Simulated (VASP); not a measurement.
# Ti (Pm-3m) in VASP: a series of runs

The runs below take Ti through relaxation of cell and atoms, with PBEsol.

Everything below comes from runs of VASP 6.6.1. Logs are shortened: lines on timing, memory, paths and dates and some standing lists are left out, and cuts for length are marked.

## (1) The cell of the first run

It takes space group Pm-3m (No. 221, cubic). The conventional cell has a = 2.690 Å, b = 2.690 Å, c = 2.690 Å, α = 90.00°, β = 90.00°, γ = 90.00°. Ti (site symmetry m-3m) has 6 Ti at 2.69 Å within 3.5 Å.

This isn't the form of Ti at room conditions, which is hcp.

## (2) Relaxation of cell and atoms, PBEsol

Contents of INCAR:

```
ALGO = Normal ; EDIFF = 1E-6
EDIFFG = -0.01 ; ENCUT = 600
GGA = PS ; IBRION = 2
ISIF = 3 ; ISMEAR = 1
LASPH = T ; LCHARG = F
LREAL = F ; LWAVE = F
NELM = 80 ; NSW = 80
PREC = Accurate ; SIGMA = 0.05
```

Contents of KPOINTS:

```
k-points
0
Gamma
  15 15 15
```

Contents of POSCAR:

```
Ti
1.0
    2.6900000000      0.0000000000      0.0000000000
    0.0000000000      2.6900000000      0.0000000000
    0.0000000000      0.0000000000      2.6900000000
Ti
1
Direct
    0.0000000000      0.0000000000      0.0000000000
```

Potentials or basis: VASP PAW PBE potentials, release 64 (Ti_sv).

On the command line:

```bash
cat potpaw_PBE.64/Ti_sv/POTCAR > POTCAR
mpirun -np 1 vasp_std > vasp.out
```

OUTCAR:

```text
EDIFF = 1E-6
   EDIFFG = -0.01
   ENCUT = 600
   GGA = PS
   IBRION = 2
   ISIF = 3
   ISMEAR = 1
   LASPH = T
   LREAL = F
   NELM = 80
   NSW = 80
   PREC = Accurate

 ion  position               nearest neighbor table
   1  0.000  0.000  0.000-

  LATTYP: Found a simple cubic cell.
 ALAT       =     2.6900000000

  Lattice vectors:

 A1 = (   2.6900000000,   0.0000000000,   0.0000000000)
 A2 = (   0.0000000000,   2.6900000000,   0.0000000000)
 A3 = (   0.0000000000,   0.0000000000,   2.6900000000)

Analysis of symmetry for initial positions (statically):
=====================================================================
 Subroutine PRICEL returns:
 Original cell was already a primitive cell.

 Routine SETGRP: Setting up the symmetry group for a
 simple cubic supercell.

 Subroutine GETGRP returns: Found 48 space group operations
 (whereof 48 operations were pure point group operations)
 out of a pool of 48 trial point group operations.

The static configuration has the point symmetry O_h .

Analysis of symmetry for dynamics (positions and initial velocities):
=====================================================================
 Subroutine PRICEL returns:
 Original cell was already a primitive cell.

 Routine SETGRP: Setting up the symmetry group for a
 simple cubic supercell.

 Subroutine GETGRP returns: Found 48 space group operations
 (whereof 48 operations were pure point group operations)
 out of a pool of 48 trial point group operations.

The dynamic configuration has the point symmetry O_h .

 Subroutine INISYM returns: Found 48 space group operations
 (whereof 48 operations are pure point group operations),
 and found     1 'primitive' translations

----------------------------------------------------------------------------------------

                                     Primitive cell

  volume of cell :      19.4651

  direct lattice vectors                    reciprocal lattice vectors
     2.690000000  0.000000000  0.000000000     0.371747212  0.000000000  0.000000000
     0.000000000  2.690000000  0.000000000     0.000000000  0.371747212  0.000000000
     0.000000000  0.000000000  2.690000000     0.000000000  0.000000000  0.371747212

  length of vectors
     2.690000000  2.690000000  2.690000000     0.371747212  0.371747212  0.371747212

  position of ions in fractional coordinates (direct lattice)
     0.000000000  0.000000000  0.000000000

  ion indices of the primitive-cell ions
   primitive index   ion index
                 1           1

----------------------------------------------------------------------------------------

 KPOINTS: k-points

Automatic generation of k-mesh.
 Grid dimensions read from file:
 generate k-points for:   15   15   15

 Generating k-lattice:

  Cartesian coordinates                     Fractional coordinates (reciprocal lattice)
     0.024783147  0.000000000  0.000000000     0.066666667  0.000000000  0.000000000
     0.000000000  0.024783147  0.000000000     0.000000000  0.066666667  0.000000000
     0.000000000  0.000000000  0.024783147     0.000000000  0.000000000  0.066666667

  Length of vectors
     0.024783147  0.024783147  0.024783147

  Shift w.r.t. Gamma in fractional coordinates (k-lattice)
     0.000000000  0.000000000  0.000000000

 Subroutine IBZKPT returns following result:
 ===========================================

 Found    120 irreducible k-points:

 Following reciprocal coordinates:
            Coordinates               Weight
  0.000000  0.000000  0.000000      1.000000
  0.066667  0.000000  0.000000      6.000000
  0.133333  0.000000  0.000000      6.000000
  0.200000  0.000000  0.000000      6.000000
  0.266667  0.000000  0.000000      6.000000
  0.333333  0.000000  0.000000      6.000000
[... 16 lines left out ...]
  0.266667  0.200000  0.000000     24.000000
  0.333333  0.200000  0.000000     24.000000
 [... further k-points ...]
   k-points           NKPTS =    120   k-points in BZ     NKDIM =    120   number of bands    NBANDS=     10
   number of dos      NEDOS =    301   number of ions     NIONS =      1
   total plane-waves  NPLWV =  13824
   dimension x,y,z NGX =    24 NGY =   24 NGZ =   24
   dimension x,y,z NGXF=    48 NGYF=   48 NGZF=   48
   ions per type =               1
   NGX,Y,Z   is equivalent  to a cutoff of  14.83, 14.83, 14.83 a.u.
   NGXF,Y,Z  is equivalent  to a cutoff of  29.66, 29.66, 29.66 a.u.
 SYSTEM =  unknown system
   PREC   = accura    normal or accurate (medium, high low for compatibility)
   ISTART =      0    job   : 0-new  1-cont  2-samecut
   ICHARG =      2    charge: 1-file 2-atom 10-const
   ISPIN  =      1    spin polarized calculation?
   LNONCOLLINEAR =      F non collinear calculations
   LSORBIT =      F    spin-orbit coupling
   LASPH  =      T    aspherical Exc in radial PAW
   ENCUT  =  600.0 eV  44.10 Ry    6.64 a.u.   5.37  5.37  5.37*2*pi/ulx,y,z
   NELM   =     80;   NELMIN=  2; NELMDL= -5     # of ELM steps
   EDIFF  = 0.1E-05   stopping-criterion for ELM
   LREAL  =      F    real-space projection
   EDIFFG = -.1E-01   stopping-criterion for IOM
   NSW    =     80    number of steps for IOM
   IBRION =      2    ionic relax: 0-MD 1-quasi-New 2-CG
   NFREE  =      1    steps in history (QN), initial steepest desc. (CG)
   ISIF   =      3    stress and relaxation
   ISYM   =      2    0-nonsym 1-usesym 2-fastsym
   POTIM  = 0.5000    time-step for ionic-motion
   TEBEG  =    0.0;   TEEND  =   0.0 temperature during run
   PSTRESS=    0.0 pullay stress
   NELECT =      12.0000    total number of electrons
   NUPDOWN=      -1.0000    fix difference up-down
   EMIN   =  10.00;   EMAX   =-10.00  energy-range for DOS
   EFERMI =   0.00;   METHOD = LEGACY
   ISMEAR =     1;   SIGMA  =   0.05  broadening in eV -4-tet -1-fermi 0-gaus
   EFERMI_NEDOS =   21; number of points for ismear=-14 and -15
   IALGO  =     38    algorithm
   IMIX   =      4    mixing-type and parameters
     AMIX     =   0.40;   BMIX     =  1.00
     AMIX_MAG =   1.60;   BMIX_MAG =  1.00
  volume/ion in A,a.u.               =      19.47       131.36
  Fermi-wavevector in a.u.,A,eV,Ry     =   1.393316  2.632986 26.413392  1.941330
  Thomas-Fermi vector in A             =   2.516974
   LORBIT       =      0    0 simple, 1 ext, 2 COOP (PROOUT), +10 PAW based schemes
   GGA     = PS    functional components
   LHFCALC =     F    Hartree Fock is set to
   AEXX    =    0.0000 exact exchange contribution
   IVDW    =     0    specifies the selected vdW correction
   LEPSILON=     F    determine dielectric tensor
   LRPA    =     F    only Hartree local field effects (RPA)
 conjugate gradient relaxation of ions
 non-spin polarized calculation
 Methfessel and Paxton  Order N= 1 SIGMA  =   0.05
  energy-cutoff  :      600.00
  volume of cell :       19.47
 maximum number of plane-waves:       663
 NGX is ok and might be reduce to    24
   NGX = 11   NGY = 11   NGZ = 11

--------------------------------------- Ionic step        1  -------------------------------------------

 number of electron      12.0000000 magnetization

 Free energy of the ion-electron system (eV)
  ---------------------------------------------------
  ext. energy  EPLUGINS =         0.00000000
  ---------------------------------------------------
  free energy    TOTEN  =        -7.44494521 eV

  energy without entropy =       -7.44444391  energy(sigma->0) =       -7.44477811

------------------------ aborting loop because EDIFF is reached ----------------------------------------

  FORCE on cell =-STRESS in cart. coord.  units (eV):
  Direction    XX          YY          ZZ          XY          YZ          ZX
  --------------------------------------------------------------------------------------
  -------------------------------------------------------------------------------------
  Total       -0.9327020     -0.9327020     -0.9327020      0.0000000      0.0000000     -0.0000000
  in kB      -76.7709019    -76.7709019    -76.7709019      0.0000000      0.0000000     -0.0000000
  external PRESSURE =     -76.7709019 kB  Pullay stress =       0.0000000 kB

 VOLUME and BASIS-vectors are now :
 -----------------------------------------------------------------------------
  energy-cutoff  :      600.00
  volume of cell :       19.47
      direct lattice vectors                 reciprocal lattice vectors
     2.690000000  0.000000000  0.000000000     0.371747212  0.000000000  0.000000000
     0.000000000  2.690000000  0.000000000     0.000000000  0.371747212  0.000000000
     0.000000000  0.000000000  2.690000000     0.000000000  0.000000000  0.371747212
[... 71 lines left out ...]
 POSITION                                       TOTAL-FORCE (eV/Angst)
 -----------------------------------------------------------------------------------
      0.00000      0.00000      0.00000         0.000000      0.000000      0.000000
 -----------------------------------------------------------------------------------
    total drift:                                0.000000      0.000000      0.000000

  FREE ENERGIE OF THE ION-ELECTRON SYSTEM (eV)
  ---------------------------------------------------
  free  energy   TOTEN  =        -7.4989298207 eV

  energy  without entropy=       -7.4987892099  energy(sigma->0) =       -7.49888295

--------------------------------------- Ionic step        4  -------------------------------------------

 number of electron      12.0000006 magnetization

 Free energy of the ion-electron system (eV)
  ---------------------------------------------------
  ext. energy  EPLUGINS =         0.00000000
  ---------------------------------------------------
  free energy    TOTEN  =        -7.49892372 eV

  energy without entropy =       -7.49880731  energy(sigma->0) =       -7.49888492

 E-fermi :   7.9111     XC(G=0): -11.5155

 val. band max:        7.9066936799   @ k =   0.3333   0.3333   0.3333
 cond. band min:       7.9145499244   @ k =   0.2000   0.2000   0.0667
 fundamental gap:      0.0078562445
 Fermi energy:         7.9111045184

 k-point     1 :       0.0000    0.0000    0.0000
  band No.  band energies     occupation
      1     -48.3266      2.00000
      2     -24.1254      2.00000
      3     -24.1254      2.00000
      4     -24.1254      2.00000
      5       2.1282      2.00000
      6       6.5657      2.00000
      7       6.5657      2.00000
      8      12.1076      0.00000
      9      12.1076      0.00000
     10      12.1076      0.00000

 k-point     2 :       0.0667    0.0000    0.0000
  band No.  band energies     occupation
      1     -48.3201      2.00000
      2     -24.1718      2.00000
      3     -24.1214      2.00000
      4     -24.1214      2.00000
      5       2.2492      2.00000
      6       6.5959      2.00000
      7       6.6568      2.00000
      8      12.0012      0.00000
      9      12.0012      0.00000
     10      12.1154      0.00000
[... 274 lines left out ...]
 k-point    24 :       0.3333    0.2000    0.0000
  band No.  band energies     occupation
      1     -48.1609      2.00000
      2     -24.8520      2.00000
      3     -24.4024      2.00000
      4     -24.0264      2.00000
      5       5.2781      2.00000
      6       7.3916      2.00000
      7       8.4597     -0.00000
      8      10.3875      0.00000
      9      10.6610      0.00000
     10      11.5612      0.00000

 [... further k-points ...]

------------------------ aborting loop because EDIFF is reached ----------------------------------------

  FORCE on cell =-STRESS in cart. coord.  units (eV):
  Direction    XX          YY          ZZ          XY          YZ          ZX
  --------------------------------------------------------------------------------------
  -------------------------------------------------------------------------------------
  Total       -0.0099188     -0.0099188     -0.0099188      0.0000000      0.0000000     -0.0000000
  in kB       -0.9115387     -0.9115387     -0.9115387      0.0000000      0.0000000     -0.0000000
  external PRESSURE =      -0.9115387 kB  Pullay stress =       0.0000000 kB

 VOLUME and BASIS-vectors are now :
 -----------------------------------------------------------------------------
  energy-cutoff  :      600.00
  volume of cell :       17.43
      direct lattice vectors                 reciprocal lattice vectors
     2.592978087  0.000000000 -0.000000000     0.385656942 -0.000000000 -0.000000000
     0.000000000  2.592978087 -0.000000000    -0.000000000  0.385656942 -0.000000000
     0.000000000  0.000000000  2.592978087     0.000000000  0.000000000  0.385656942

 POSITION                                       TOTAL-FORCE (eV/Angst)
 -----------------------------------------------------------------------------------
      0.00000      0.00000      0.00000         0.000000      0.000000      0.000000
 -----------------------------------------------------------------------------------
    total drift:                                0.000000      0.000000      0.000000

  FREE ENERGIE OF THE ION-ELECTRON SYSTEM (eV)
  ---------------------------------------------------
  free  energy   TOTEN  =        -7.4989237247 eV

  energy  without entropy=       -7.4988073077  energy(sigma->0) =       -7.49888492

 reached required accuracy - stopping structural energy minimisation
```

It took 80 s on 1 thread of Intel Xeon 8259CL, shared host; peak memory 0.17 GiB.

Results:

```yaml
Free_energy: -7.4989 eV
Relaxed_volume: 17.43 Å³/atom
Relaxed_cell: a = 2.593 Å, b = 2.593 Å, c = 2.593 Å, α = 90.00°, β = 90.00°, γ = 90.00°
Space_group_after_relaxing_to_0.1_Å: Pm-3m (No. 221)
Energy_gained_by_relaxing: 54.0 meV/atom
Ionic_steps: 4
Pressure_after_relaxing: -0.1 GPa
Band_gap_on_the_k_mesh: zero (bands 6 and 7 overlap by 2.04 eV)
```

The path:
```
step  energy change (eV)  largest force (eV/Å)  pressure (GPa)  volume (Å³)
   1              0.0000                0.0000           -7.68        19.47
   2             -0.0508                0.0000            2.28        16.95
   3             -0.0540                0.0000            0.09        17.39
   4             -0.0540                0.0000           -0.09        17.43
```

Final structure:
```xyz
1
Lattice="2.5930 0.0000 0.0000 0.0000 2.5930 0.0000 0.0000 0.0000 2.5930" Properties=species:S:1:pos:R:3 pbc="T T T"
Ti    0.0000    0.0000    0.0000
```

Levels at points of the mesh, in eV from the Fermi level:
```tsv
k point	band 3	band 4	band 5	band 6	band 7	band 8	band 9	band 10
(0.00, 0.00, 0.00)	-32.04	-32.04	-5.78	-1.35	-1.35	4.20	4.20	4.20
```

Caveat: the PAW data sets were made with another functional, which shifts forces and pressure a little.

## (3) Relaxation of cell and atoms, PBEsol

This run uses another cell than the first one, of 17.43 Å³/atom.

Contents of INCAR:

```
PREC = Accurate ; ENCUT = 600
EDIFF = 1E-6 ; ISMEAR = 1
SIGMA = 0.05 ; LREAL = F
LASPH = T ; NELM = 80
ALGO = Normal ; ISIF = 3
LWAVE = F ; LCHARG = F
GGA = PS ; IBRION = 2
NSW = 80 ; EDIFFG = -0.01
```

Contents of KPOINTS:

```
regular mesh
0
Gamma
  16 16 16
```

Contents of POSCAR:

```
Ti
1.0
    2.5929219910      0.0000000000      0.0000000000
    0.0000000000      2.5929219910      0.0000000000
    0.0000000000      0.0000000000      2.5929219910
Ti
1
Direct
    0.0000000000      0.0000000000      0.0000000000
```

Potentials or basis: VASP PAW PBE potentials, release 64 (Ti_sv).

On the command line:

```bash
cat potpaw_PBE.64/Ti_sv/POTCAR > POTCAR
mpirun -np 1 vasp_std > vasp.out
```

Run time: 63 s. Hardware: 1 thread of Intel Xeon 8259CL, shared host; peak memory 0.17 GiB.

Results (log left out):

```
Free energy                           : -7.5013 eV
Relaxed volume                        : 17.52 Å³/atom
Relaxed cell                          : a = 2.597 Å, b = 2.597 Å, c = 2.597 Å, α = 90.00°, β = 90.00°, γ = 90.00°
Space group after relaxing (to 0.1 Å) : Pm-3m (No. 221)
Energy gained by relaxing             : 0.1 meV/atom
Ionic steps                           : 2
Pressure after relaxing               : -0.1 GPa
Band gap on the k mesh                : zero (bands 6 and 7 overlap by 2.15 eV)
```

Final structure:
```yaml
crystal:
  lattice:
    - [2.59739, 0.00000, 0.00000]
    - [0.00000, 2.59739, 0.00000]
    - [0.00000, 0.00000, 2.59739]
  atoms:
    - { symbol: Ti, position: [0.00000, 0.00000, 0.00000] }
```

Levels at points of the mesh, in eV from the Fermi level:
```
           k point  band 3  band 4  band 5  band 6  band 7  band 8  band 9  band 10
(0.00, 0.00, 0.00)  -32.10  -32.10   -5.82   -1.39   -1.39    4.12    4.12     4.12
(0.50, 0.00, 0.00)  -32.01  -32.01   -1.88   -0.62   -0.16    2.12    2.12     4.30
(0.50, 0.50, 0.00)  -32.95  -31.93   -2.89   -0.11    2.57    2.57    5.45     5.45
(0.50, 0.50, 0.50)  -32.82  -32.82   -1.30   -1.30   -1.30    5.46    5.46     9.10
```

Caveat: the PAW data sets were made with another functional, which shifts forces and pressure a little.
